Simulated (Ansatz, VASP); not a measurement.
Two plane-wave programs on WS

Contents of POSCAR:

```
WS
1.0
    3.1810953945      0.0000000000      0.0000000000
   -1.5905476972      2.7549094235      0.0000000000
    0.0000000000      0.0000000000     31.9507399470
W S
2 2
Direct
    0.3333333333      0.6666666667      0.2347363477
    0.3333333333      0.6666666667      0.7652636523
    0.6666666667      0.3333333333      0.2835329282
    0.6666666667      0.3333333333      0.7164670718
```

File INCAR.step1:

```
SYSTEM = WS
  PREC = Accurate
  ENCUT = 520
  ISMEAR = 0
  SIGMA = 0.05
  LREAL = .False.
  LASPH = .True.
  NELM = 80
  LDIPOL = .True.
  IDIPOL = 3
  DIPOL = 0.5 0.5 0.500
  NBANDS = 28
  GGA = PE
  ALGO = Normal
  EDIFF = 1E-4
  LWAVE = .True.
  LCHARG = .False.
```

File INCAR.step2:

```
SYSTEM = WS
  PREC = Accurate
  ENCUT = 520
  EDIFF = 1E-7
  ISMEAR = 0
  SIGMA = 0.05
  LREAL = .False.
  LASPH = .True.
  NELM = 80
  ALGO = Normal
  ISIF = 2
  LWAVE = .False.
  LCHARG = .False.
  LDIPOL = .True.
  IDIPOL = 3
  DIPOL = 0.5 0.5 0.500
  METAGGA = R2SCAN
  LMIXTAU = .True.
  NBANDS = 28
  ISTART = 1
```

Contents of KPOINTS:

```
Automatic mesh
0
Gamma
  9 9 1
  0 0 0
```

Input for Ansatz:

```yaml
crystal:
  lattice:
    - [3.1810953945, 0.0, 0.0]
    - [-1.5905476972, 2.7549094235, 0.0]
    - [0.0, 0.0, 31.950739947]
  atoms:
    - { symbol: W, position: [0.3333333333, 0.6666666667, 0.2347363477] }
    - { symbol: S, position: [0.6666666667, 0.3333333333, 0.2835329282] }
    - { symbol: S, position: [0.6666666667, 0.3333333333, 0.7164670718] }
    - { symbol: W, position: [0.3333333333, 0.6666666667, 0.7652636523] }
basis:
  ecutwfc: 500
kpoints:
  mp_grid: { grid: [9, 9, 1] }
hamiltonian:
  xc: r2scan
scf:
  occupations: { method: gaussian, width: 0.05 }
output:
  forces: true
  stress: true
  eigenvalues: true
  write_density: true
  write_potential: true
  elf: true
  volumetric_format: npy
efield:
  axis: 3
  dipole_correction: true
  ramp_width: 0.04
```

Alike in both runs: task single point; functional r2SCAN; k mesh 9 × 9 × 1; occupations gaussian, width 0.05 eV; no spin polarisation.

|  | VASP | Ansatz |
| --- | --- | --- |
| version | VASP 6.6.1 | Ansatz 0.2.0 |
| potentials or method | VASP PAW PBE potentials, release 64 (W_sv, S), cutoff 520 eV | scalar-relativistic, plane waves, PAW |
| valence electrons in the cell | 40 | 40 |

VASP gave:

| Item | Value |
| --- | --- |
| gap on the k mesh at the Fermi level (eV) | 0.60 |
| least direct gap on the mesh (eV) | 0.93 |
| rms of the force components (eV/Å) | 0.434 |

Problem. What did Ansatz give for the same quantities?

Solution. gap on the k mesh at the Fermi level (eV): 0.59; least direct gap on the mesh (eV): 0.92; rms of the force components (eV/Å): 0.435.

VASP's potentials were made for PBE, not for r2SCAN. Ansatz's warnings: xc potential rough in thin density.

Neither program's run includes spin-orbit coupling.
